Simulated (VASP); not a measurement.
Wanted: the native input for a VASP 6.6.1 run.

- Task: single point
- Functional: LDA
- Potentials or basis: VASP PAW LDA potentials, release 64 (Li_sv, Mg)
- Cutoff: 520 eV
- k mesh: 5 × 7 × 5
- Occupations: fermi-dirac, width 0.05 eV
- Spin: no spin polarisation
- Dipole correction: no
- Further INCAR settings: ALGO = Normal; EDIFF = 1e-06; NBANDS = 13

The structure of LiMg lies in POSCAR:

```
LiMg
1.0
    5.0402874810      0.0000000000      0.0000000000
    0.0000000000      3.4270482935      0.0000000000
    0.0000000000      0.0000000000      5.0621717531
Li Mg
2 2
Direct
    0.7500000000      0.0000000000      0.2571200000
    0.2500000000      0.0000000000      0.7428800000
    0.2500000000      0.5000000000      0.2438700000
    0.7500000000      0.5000000000      0.7561300000
```

These files were run (other wordings do the same):

INCAR

```
PREC = Accurate ; ENCUT = 520
EDIFF = 1E-6 ; ISMEAR = -1
SIGMA = 0.05 ; LREAL = F
LASPH = T ; NELM = 60
ALGO = Normal ; ISIF = 2
LWAVE = F ; LCHARG = F
NBANDS = 13
```

KPOINTS

```
Automatic mesh
0
Gamma
  5 7 5
```

Potentials or basis: VASP PAW LDA potentials, release 64 (Li_sv, Mg).

The run is started by

```console
$ cat potpaw_LDA.64/Li_sv/POTCAR potpaw_LDA.64/Mg/POTCAR > POTCAR
$ mpirun -np 1 vasp_std > vasp.out
```

It gave:

```
Largest force          : 0.015 eV/Å
Band gap on the k mesh : zero (bands 5 and 6 overlap by 2.84 eV)
```

It took 49 s on 1 thread of Intel Xeon 8259CL, on a shared host, peak memory 0.18 GiB.
